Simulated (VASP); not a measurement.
# Sn2TeS (P6/mmm) in VASP: single point with PBE

Aim: the single point of Sn2TeS with PBE.

Program: VASP 6.6.1. These are calculated values, not measurements. Logs are shortened: lines on timing, memory, paths and dates and some standing lists are left out, and cuts for length are marked.

## (1) The cell of the first run

The structure is hexagonal, space group P6/mmm (No. 191). The conventional cell has a = 4.187 Å, b = 4.187 Å, c = 7.192 Å, α = 90.00°, β = 90.00°, γ = 120.00°. Sn (site symmetry -6m2) has 3 Te at 2.42 Å and 3 Sn at 2.42 Å within 3.2 Å. Within 3.2 Å of Te (site symmetry 6/mmm) lie 6 Sn at 2.42 Å. Within 4.7 Å of S (site symmetry 6/mmm) lie 2 Te at 3.60 Å and 6 S at 4.19 Å and 12 Sn at 4.33 Å.

## (2) Single point, PBE

INCAR reads:

```
SYSTEM = Sn2TeS
PREC = Accurate
ENCUT = 520
EDIFF = 1E-6
ISMEAR = 0
SIGMA = 0.1
LREAL = .FALSE.
LASPH = .TRUE.
NELM = 100
ALGO = Normal
ISIF = 2
LWAVE = .FALSE.
LCHARG = .FALSE.
GGA = PE
NBANDS = 28
```

KPOINTS reads:

```
Automatic mesh
0
G
  6 6 4
  0 0 0
```

POSCAR reads:

```
Sn2TeS
1.0
    4.1873301900      0.0000000000      0.0000000000
   -2.0936650900      3.6263343200      0.0000000000
    0.0000000000      0.0000000000      7.1918590700
Sn Te S
2 1 1
Direct
    0.3333333300      0.6666666700      0.5000000000
    0.6666666700      0.3333333300      0.5000000000
    0.0000000000      0.0000000000      0.5000000000
    0.0000000000      0.0000000000      0.0000000000
```

Potentials or basis: VASP PAW PBE potentials, release 64 (Sn_d, Te, S).

Command:

```bash
cat potpaw_PBE.64/Sn_d/POTCAR potpaw_PBE.64/Te/POTCAR potpaw_PBE.64/S/POTCAR > POTCAR
mpirun -np 1 vasp_std > vasp.out
```

OUTCAR:

```text
SYSTEM = Sn2TeS
   PREC = Accurate
   ENCUT = 520
   EDIFF = 1E-6
   ISMEAR = 0
   LREAL = .FALSE.
   LASPH = .TRUE.
   NELM = 100
   ISIF = 2
   GGA = PE

 ion  position               nearest neighbor table
   1  0.333  0.667  0.500-   3 2.42   2 2.42   2 2.42   3 2.42   3 2.42   2 2.42
   2  0.667  0.333  0.500-   3 2.42   1 2.42   1 2.42   3 2.42   3 2.42   1 2.42
   3  0.000  0.000  0.500-   1 2.42   2 2.42   1 2.42   2 2.42   2 2.42   1 2.42
   4  0.000  0.000  0.000-

  LATTYP: Found a hexagonal cell.
 ALAT       =     4.1873301900
 C/A-ratio  =     1.7175285310

  Lattice vectors:

 A1 = (   4.1873301900,   0.0000000000,   0.0000000000)
 A2 = (  -2.0936650900,   3.6263343200,   0.0000000000)
 A3 = (   0.0000000000,   0.0000000000,   7.1918590700)

Analysis of symmetry for initial positions (statically):
=====================================================================
 Subroutine PRICEL returns:
 Original cell was already a primitive cell.

 Routine SETGRP: Setting up the symmetry group for a
 hexagonal supercell.

 Subroutine GETGRP returns: Found 24 space group operations
 (whereof 24 operations were pure point group operations)
 out of a pool of 24 trial point group operations.

The static configuration has the point symmetry D_6h.

Analysis of symmetry for dynamics (positions and initial velocities):
=====================================================================
 Subroutine PRICEL returns:
 Original cell was already a primitive cell.

 Routine SETGRP: Setting up the symmetry group for a
 hexagonal supercell.

 Subroutine GETGRP returns: Found 24 space group operations
 (whereof 24 operations were pure point group operations)
 out of a pool of 24 trial point group operations.

The dynamic configuration has the point symmetry D_6h.

 Subroutine INISYM returns: Found 24 space group operations
 (whereof 24 operations are pure point group operations),
 and found     1 'primitive' translations

----------------------------------------------------------------------------------------

                                     Primitive cell

  volume of cell :     109.2059

  direct lattice vectors                    reciprocal lattice vectors
     4.187330190  0.000000000  0.000000000     0.238815655  0.137880282  0.000000000
    -2.093665090  3.626334320  0.000000000     0.000000000  0.275760565  0.000000000
     0.000000000  0.000000000  7.191859070     0.000000000  0.000000000  0.139046106

  length of vectors
     4.187330190  4.187330189  7.191859070     0.275760565  0.275760565  0.139046106

  position of ions in fractional coordinates (direct lattice)
     0.333333330  0.666666670  0.500000000
     0.666666670  0.333333330  0.500000000
     0.000000000  0.000000000  0.500000000
     0.000000000  0.000000000  0.000000000

  ion indices of the primitive-cell ions
   primitive index   ion index
                 1           1
                 2           2
                 3           3
                 4           4

----------------------------------------------------------------------------------------

 KPOINTS: Automatic mesh

Automatic generation of k-mesh.
 Grid dimensions read from file:
 generate k-points for:    6    6    4

 Generating k-lattice:

  Cartesian coordinates                     Fractional coordinates (reciprocal lattice)
     0.039802609  0.022980047  0.000000000     0.166666667  0.000000000  0.000000000
     0.000000000  0.045960094  0.000000000     0.000000000  0.166666667  0.000000000
     0.000000000  0.000000000  0.034761527     0.000000000  0.000000000  0.250000000

  Length of vectors
     0.045960094  0.045960094  0.034761527

  Shift w.r.t. Gamma in fractional coordinates (k-lattice)
     0.000000000  0.000000000  0.000000000

 Subroutine IBZKPT returns following result:
 ===========================================

 Found     21 irreducible k-points:

 Following reciprocal coordinates:
            Coordinates               Weight
  0.000000  0.000000  0.000000      1.000000
  0.166667  0.000000  0.000000      6.000000
  0.333333  0.000000  0.000000      6.000000
  0.500000  0.000000  0.000000      3.000000
  0.166667  0.166667  0.000000      6.000000
  0.333333  0.166667  0.000000     12.000000
[... 13 lines left out ...]
  0.333333  0.166667  0.500000     12.000000
  0.333333  0.333333  0.500000      2.000000
   k-points           NKPTS =     21   k-points in BZ     NKDIM =     21   number of bands    NBANDS=     28
   number of dos      NEDOS =    301   number of ions     NIONS =      4
   total plane-waves  NPLWV =  55296
   dimension x,y,z NGX =    32 NGY =   32 NGZ =   54
   dimension x,y,z NGXF=    64 NGYF=   64 NGZF=  108
   ions per type =               2   1   1
   NGX,Y,Z   is equivalent  to a cutoff of  12.70, 12.70, 12.48 a.u.
   NGXF,Y,Z  is equivalent  to a cutoff of  25.41, 25.41, 24.97 a.u.
 SYSTEM =  Sn2TeS
   PREC   = accura    normal or accurate (medium, high low for compatibility)
   ISTART =      0    job   : 0-new  1-cont  2-samecut
   ICHARG =      2    charge: 1-file 2-atom 10-const
   ISPIN  =      1    spin polarized calculation?
   LNONCOLLINEAR =      F non collinear calculations
   LSORBIT =      F    spin-orbit coupling
   LASPH  =      T    aspherical Exc in radial PAW
   ENCUT  =  520.0 eV  38.22 Ry    6.18 a.u.   7.79  7.79 13.37*2*pi/ulx,y,z
   NELM   =    100;   NELMIN=  2; NELMDL= -5     # of ELM steps
   EDIFF  = 0.1E-05   stopping-criterion for ELM
   LREAL  =      F    real-space projection
   EDIFFG = 0.1E-04   stopping-criterion for IOM
   NSW    =      0    number of steps for IOM
   IBRION =     -1    ionic relax: 0-MD 1-quasi-New 2-CG
   NFREE  =      0    steps in history (QN), initial steepest desc. (CG)
   ISIF   =      2    stress and relaxation
   ISYM   =      2    0-nonsym 1-usesym 2-fastsym
   POTIM  = 0.5000    time-step for ionic-motion
   TEBEG  =    0.0;   TEEND  =   0.0 temperature during run
   PSTRESS=    0.0 pullay stress
   NELECT =      40.0000    total number of electrons
   NUPDOWN=      -1.0000    fix difference up-down
   EMIN   =  10.00;   EMAX   =-10.00  energy-range for DOS
   EFERMI =   0.00;   METHOD = LEGACY
   ISMEAR =     0;   SIGMA  =   0.10  broadening in eV -4-tet -1-fermi 0-gaus
   EFERMI_NEDOS =   21; number of points for ismear=-14 and -15
   IALGO  =     38    algorithm
   IMIX   =      4    mixing-type and parameters
     AMIX     =   0.40;   BMIX     =  1.00
     AMIX_MAG =   1.60;   BMIX_MAG =  1.00
  volume/ion in A,a.u.               =      27.30       184.24
  Fermi-wavevector in a.u.,A,eV,Ry     =   1.171330  2.213494 18.667397  1.372015
  Thomas-Fermi vector in A             =   2.307776
   LORBIT       =      0    0 simple, 1 ext, 2 COOP (PROOUT), +10 PAW based schemes
   GGA     = PE    functional components
   LHFCALC =     F    Hartree Fock is set to
   AEXX    =    0.0000 exact exchange contribution
   IVDW    =     0    specifies the selected vdW correction
   LEPSILON=     F    determine dielectric tensor
   LRPA    =     F    only Hartree local field effects (RPA)
 non-spin polarized calculation
 Gauss-broadening in eV      SIGMA  =   0.10
  energy-cutoff  :      520.00
  volume of cell :      109.21
 maximum number of plane-waves:      2982
 NGX is ok and might be reduce to    32
   NGX = 15   NGY = 15   NGZ = 27

 number of electron      40.0000000 magnetization

 Free energy of the ion-electron system (eV)
  ---------------------------------------------------
  ext. energy  EPLUGINS =         0.00000000
  ---------------------------------------------------
  free energy    TOTEN  =         3.87984517 eV

  energy without entropy =        3.92210863  energy(sigma->0) =        3.90097690

 E-fermi :   6.2141     XC(G=0):  -9.1199

 val. band max:        6.2012595701   @ k =   0.5000   0.0000   0.0000
 cond. band min:       6.2159428593   @ k =   0.1667   0.1667   0.0000
 fundamental gap:      0.0146832892
 Fermi energy:         6.2140990114

 k-point     1 :       0.0000    0.0000    0.0000
  band No.  band energies     occupation
      1     -18.2071      2.00000
      2     -17.9964      2.00000
      3     -17.9964      2.00000
      4     -17.7887      2.00000
      5     -17.7887      2.00000
      6     -17.5016      2.00000
[... 20 lines left out ...]
     27      12.0107      0.00000
     28      13.6234      0.00000

 k-point     2 :       0.1667    0.0000    0.0000
  band No.  band energies     occupation
      1     -18.2846      2.00000
      2     -18.2368      2.00000
      3     -18.1091      2.00000
      4     -17.5255      2.00000
      5     -17.5184      2.00000
      6     -17.4875      2.00000
[... 20 lines left out ...]
     27      13.5437      0.00000
     28      14.2330      0.00000

 k-point     3 :       0.3333    0.0000    0.0000
  band No.  band energies     occupation
      1     -18.5328      2.00000
      2     -18.4471      2.00000
      3     -17.9969      2.00000
      4     -17.5494      2.00000
      5     -17.4304      2.00000
      6     -17.2096      2.00000
[... 20 lines left out ...]
     27      13.7350      0.00000
     28      14.0797      0.00000

 k-point     4 :       0.5000    0.0000    0.0000
  band No.  band energies     occupation
      1     -18.6289      2.00000
      2     -18.5215      2.00000
      3     -17.9457      2.00000
      4     -17.5639      2.00000
      5     -17.4066      2.00000
      6     -17.0524      2.00000
[... 485 lines left out ...]
     27      12.9965      0.00000
     28      14.3120      0.00000

 k-point    20 :       0.3333    0.1667    0.5000
  band No.  band energies     occupation
      1     -18.7829      2.00000
      2     -18.2924      2.00000
      3     -17.9902      2.00000
      4     -17.5942      2.00000
      5     -17.3512      2.00000
      6     -17.0920      2.00000
[... 20 lines left out ...]
     27      13.0931      0.00000
     28      13.7303      0.00000

 k-point    21 :       0.3333    0.3333    0.5000
  band No.  band energies     occupation
      1     -18.8978      2.00000
      2     -18.0958      2.00000
      3     -18.0958      2.00000
      4     -17.6243      2.00000
      5     -17.2188      2.00000
      6     -17.2188      2.00000
[... 20 lines left out ...]
     27      14.4253      0.00000
     28      14.4254      0.00000

------------------------ aborting loop because EDIFF is reached ----------------------------------------

  FORCE on cell =-STRESS in cart. coord.  units (eV):
  Direction    XX          YY          ZZ          XY          YZ          ZX
  --------------------------------------------------------------------------------------
  -------------------------------------------------------------------------------------
  Total       72.2253633     72.2253634     -4.2799304      0.0000001      0.0000000     -0.0000000
  in kB     1059.6296467   1059.6296475    -62.7915307      0.0000015      0.0000000     -0.0000000
  external PRESSURE =     685.4892545 kB  Pullay stress =       0.0000000 kB

 VOLUME and BASIS-vectors are now :
 -----------------------------------------------------------------------------
  energy-cutoff  :      520.00
  volume of cell :      109.21
      direct lattice vectors                 reciprocal lattice vectors
     4.187330190  0.000000000  0.000000000     0.238815655  0.137880282  0.000000000
    -2.093665090  3.626334320  0.000000000     0.000000000  0.275760565  0.000000000
     0.000000000  0.000000000  7.191859070     0.000000000  0.000000000  0.139046106

 POSITION                                       TOTAL-FORCE (eV/Angst)
 -----------------------------------------------------------------------------------
     -0.00000      2.41756      3.59593        -0.000000      0.000000      0.000000
      2.09367      1.20878      3.59593         0.000000     -0.000000      0.000000
      0.00000      0.00000      3.59593         0.000000      0.000000      0.000000
      0.00000      0.00000      0.00000         0.000000      0.000000      0.000000
 -----------------------------------------------------------------------------------
    total drift:                               -0.000000      0.000000     -0.000000

  FREE ENERGIE OF THE ION-ELECTRON SYSTEM (eV)
  ---------------------------------------------------
  free  energy   TOTEN  =         3.8798451663 eV

  energy  without entropy=        3.9221086266  energy(sigma->0) =        3.90097690
```

It took 54 s on 1 thread of Intel Xeon Platinum 8375C at 2.90GHz (Ice Lake), shared host; peak memory 0.25 GiB.

Results:

- Free energy: 3.8798 eV
- Pressure: 68.5 GPa
- Band gap on the k mesh: zero (band 20 reaches 6.27 eV, above the bottom of band 21 at 5.94 eV)

Stress tensor (GPa, compression positive):
```
105.96   0.00   0.00
  0.00 105.96   0.00
  0.00   0.00  -6.28
```

Caveat: spin-orbit coupling is left out, which moves the levels of the heavy elements; this functional lacks dispersion, which binds the layers, so the pressure and a relaxed spacing across them are unreliable.
